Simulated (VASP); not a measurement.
# MoS2 in VASP: single point with PBEsol+D4

Aim: the single point of MoS2 with PBEsol+D4.

All numbers are computed with VASP 6.6.1; they aren't measurements. Logs are shortened: lines on timing, memory, paths and dates and some standing lists are left out, and cuts for length are marked.

**1. The cell of the first run**

The cell holds a sheet with vacuum, 3 atoms: a = 3.125 Å, b = 3.125 Å, c = 30.040 Å, α = 90.00°, β = 90.00°, γ = 120.00°.

**2. Single point, PBEsol+D4**

Input file INCAR:

```
SYSTEM = MoS2
  PREC = Accurate
  ENCUT = 400
  EDIFF = 1E-6
  ISMEAR = 0
  SIGMA = 0.03
  LREAL = .False.
  LASPH = .True.
  NELM = 120
  ALGO = Normal
  ISIF = 2
  LWAVE = .False.
  LCHARG = .False.
  LDIPOL = .True.
  IDIPOL = 3
  DIPOL = 0.5 0.5 0.285
  GGA = PS
  IVDW = 13
  NBANDS = 20
  GGA_COMPAT = .False.
  NELMDL = -8
```

Input file KPOINTS:

```
regular mesh
0
Gamma
  12 12 1
  0 0 0
```

Input file POSCAR:

```
MoS2
1.0
    3.1251692138      0.0000000000      0.0000000000
   -1.5625846069      2.7064759303      0.0000000000
    0.0000000000      0.0000000000     30.0399999981
S Mo
2 1
Direct
    0.6666666667      0.3333333333      0.2329752677
    0.6666666667      0.3333333333      0.3369315233
    0.3333333333      0.6666666667      0.2849533955
```

Potentials or basis: VASP PAW PBE potentials, release 64 (S, Mo_sv).

Started as:

```bash
$ cat potpaw_PBE.64/S/POTCAR potpaw_PBE.64/Mo_sv/POTCAR > POTCAR
$ mpirun -np 1 vasp_std > vasp.out
```

OUTCAR:

```text
SYSTEM = MoS2
   PREC = Accurate
   ENCUT = 400
   EDIFF = 1E-6
   ISMEAR = 0
   LREAL = .False.
   LASPH = .True.
   NELM = 120
   ISIF = 2
   GGA = PS
   IVDW = 13
   NELMDL = -8

 ion  position               nearest neighbor table
   1  0.667  0.333  0.233-   3 2.39   3 2.39   3 2.39
   2  0.667  0.333  0.337-   3 2.39   3 2.39   3 2.39
   3  0.333  0.667  0.285-   1 2.39   2 2.39   1 2.39   2 2.39   1 2.39   2 2.39

  LATTYP: Found a hexagonal cell.
 ALAT       =     3.1251692138
 C/A-ratio  =     9.6122795097

  Lattice vectors:

 A1 = (   3.1251692138,   0.0000000000,   0.0000000000)
 A2 = (  -1.5625846069,   2.7064759303,   0.0000000000)
 A3 = (   0.0000000000,   0.0000000000,  30.0399999981)

Analysis of symmetry for initial positions (statically):
=====================================================================
 Subroutine PRICEL returns:
 Original cell was already a primitive cell.

 Routine SETGRP: Setting up the symmetry group for a
 hexagonal supercell.

 Subroutine GETGRP returns: Found 12 space group operations
 (whereof  6 operations were pure point group operations)
 out of a pool of 24 trial point group operations.

The static configuration has the point symmetry C_3v.
 The point group associated with its full space group is D_3h.

Analysis of symmetry for dynamics (positions and initial velocities):
=====================================================================
 Subroutine PRICEL returns:
 Original cell was already a primitive cell.

 Routine SETGRP: Setting up the symmetry group for a
 hexagonal supercell.

 Subroutine GETGRP returns: Found 12 space group operations
 (whereof  6 operations were pure point group operations)
 out of a pool of 24 trial point group operations.

The dynamic configuration has the point symmetry C_3v.
 The point group associated with its full space group is D_3h.

 Subroutine INISYM returns: Found 12 space group operations
 (whereof  6 operations are pure point group operations),
 and found     1 'primitive' translations

----------------------------------------------------------------------------------------

                                     Primitive cell

  volume of cell :     254.0842

[... 85 lines left out ...]
   LREAL  =      F    real-space projection
   EDIFFG = 0.1E-04   stopping-criterion for IOM
   NSW    =      0    number of steps for IOM
   IBRION =     -1    ionic relax: 0-MD 1-quasi-New 2-CG
   NFREE  =      0    steps in history (QN), initial steepest desc. (CG)
   ISIF   =      2    stress and relaxation
   ISYM   =      2    0-nonsym 1-usesym 2-fastsym
   POTIM  = 0.5000    time-step for ionic-motion
   TEBEG  =    0.0;   TEEND  =   0.0 temperature during run
   PSTRESS=    0.0 pullay stress
   NELECT =      26.0000    total number of electrons
   NUPDOWN=      -1.0000    fix difference up-down
   EMIN   =  10.00;   EMAX   =-10.00  energy-range for DOS
   EFERMI =   0.00;   METHOD = LEGACY
   ISMEAR =     0;   SIGMA  =   0.03  broadening in eV -4-tet -1-fermi 0-gaus
   EFERMI_NEDOS =   21; number of points for ismear=-14 and -15
   IALGO  =     38    algorithm
   IMIX   =      4    mixing-type and parameters
     AMIX     =   0.40;   BMIX     =  1.00
     AMIX_MAG =   1.60;   BMIX_MAG =  1.00
  volume/ion in A,a.u.               =      84.69       571.55
  Fermi-wavevector in a.u.,A,eV,Ry     =   0.765726  1.447012  7.977590  0.586336
  Thomas-Fermi vector in A             =   1.865910
   LORBIT       =      0    0 simple, 1 ext, 2 COOP (PROOUT), +10 PAW based schemes
   GGA     = PS    functional components
   LHFCALC =     F    Hartree Fock is set to
   AEXX    =    0.0000 exact exchange contribution
   IVDW    =    13    specifies the selected vdW correction
   LEPSILON=     F    determine dielectric tensor
   LRPA    =     F    only Hartree local field effects (RPA)
 non-spin polarized calculation
 Gauss-broadening in eV      SIGMA  =   0.03
  energy-cutoff  :      400.00
  volume of cell :      254.08
 maximum number of plane-waves:      4651
   NGX = 11   NGY = 11   NGZ = 97

 dipolmoment           0.000000      0.000000     -0.000006 electrons x Angstroem

 number of electron      26.0000004 magnetization

 dipolmoment           0.000000      0.000000      0.000004 electrons x Angstroem

 Free energy of the ion-electron system (eV)
  ---------------------------------------------------
  ext. energy  EPLUGINS =         0.00000000
  ---------------------------------------------------
  free energy    TOTEN  =       -23.42034794 eV

  energy without entropy =      -23.42034794  energy(sigma->0) =      -23.42034794

 E-fermi :  -2.9198     XC(G=0):  -2.6143

 val. band max:       -3.2513873289   @ k =   0.3333   0.3333   0.0000
 cond. band min:      -1.3835420193   @ k =   0.3333   0.3333   0.0000
 fundamental gap:      1.8678453096
 Fermi energy:        -2.9198024294

 k-point     1 :       0.0000    0.0000    0.0000
  band No.  band energies     occupation
      1     -63.9343      2.00000
      2     -38.1618      2.00000
      3     -37.8768      2.00000
      4     -37.8768      2.00000
      5     -17.5289      2.00000
      6     -16.1675      2.00000
[... 426 lines left out ...]
     19       4.3748      0.00000
     20       6.4298      0.00000

------------------------ aborting loop because EDIFF is reached ----------------------------------------

 vacuum level on the upper side and lower side of the slab       (xc-potential included)        -0.007        -0.008

  DFT-D4 for vdW energy calculation

  Edisp (eV):   -0.51427

  FORCE on cell =-STRESS in cart. coord.  units (eV):
  Direction    XX          YY          ZZ          XY          YZ          ZX
  --------------------------------------------------------------------------------------
  -------------------------------------------------------------------------------------
  Total      -0.09166    -0.09166    -0.11118     0.00000     0.00000     0.00000
  in kB      -0.57796    -0.57796    -0.70107     0.00000     0.00000     0.00000
  external pressure =       -0.62 kB  Pullay stress =        0.00 kB

 VOLUME and BASIS-vectors are now :
 -----------------------------------------------------------------------------
  energy-cutoff  :      400.00
  volume of cell :      254.08
      direct lattice vectors                 reciprocal lattice vectors
     3.125169214  0.000000000  0.000000000     0.319982673  0.184742083  0.000000000
    -1.562584607  2.706475930  0.000000000     0.000000000  0.369484165  0.000000000
     0.000000000  0.000000000 30.039999998     0.000000000  0.000000000  0.033288948

 POSITION                                       TOTAL-FORCE (eV/Angst)
 -----------------------------------------------------------------------------------
      1.56258      0.90216      6.99858        -0.000000     -0.000000      0.002050
      1.56258      0.90216     10.12142        -0.000000      0.000000     -0.002050
     -0.00000      1.80432      8.56000         0.000000      0.000000      0.000000
 -----------------------------------------------------------------------------------
    total drift:                                0.000001     -0.000000      0.000059

  FREE ENERGIE OF THE ION-ELECTRON SYSTEM (eV)
  ---------------------------------------------------
  free  energy   TOTEN  =       -23.9346206954 eV

  energy  without entropy=      -23.9346206954  energy(sigma->0) =      -23.93462070

 vacuum level on the upper side and lower side of the slab         2.661         2.661
```

stdout:

```text
POSCAR found type information on POSCAR S Mo
 POSCAR found :  2 types and       3 ions
 scaLAPACK will be used
 -----------------------------------------------------------------------------
|                                                                             |
|                                                                             |
|     You enforced a specific xc type in the INCAR file but a different       |
|     I HOPE YOU KNOW WHAT YOU ARE DOING!                                     |
|                                                                             |
 -----------------------------------------------------------------------------

 LDA part: xc-table for (Slater+PW92), standard interpolation
 POSCAR, INCAR and KPOINTS ok, starting setup
 FFT: planning ... GRIDC
 FFT: planning ... GRID_SOFT
 FFT: planning ... GRID
 WAVECAR not read
 entering main loop
```

Wall time 3.1 min (1 thread of Intel Xeon 8259CL, shared host); peak memory 0.29 GiB.

Results:

- Free energy: -23.9346 eV
- Band gap on the k mesh: 1.87 eV
- Dispersion energy per atom: -0.171 eV

Forces in eV/Å, atoms in the order of the input:
```
S    0.000  0.000  0.002
S    0.000  0.000 -0.002
Mo   0.000  0.000  0.000
```

Caveat: the PAW data sets were made with another functional, which shifts forces and pressure a little.
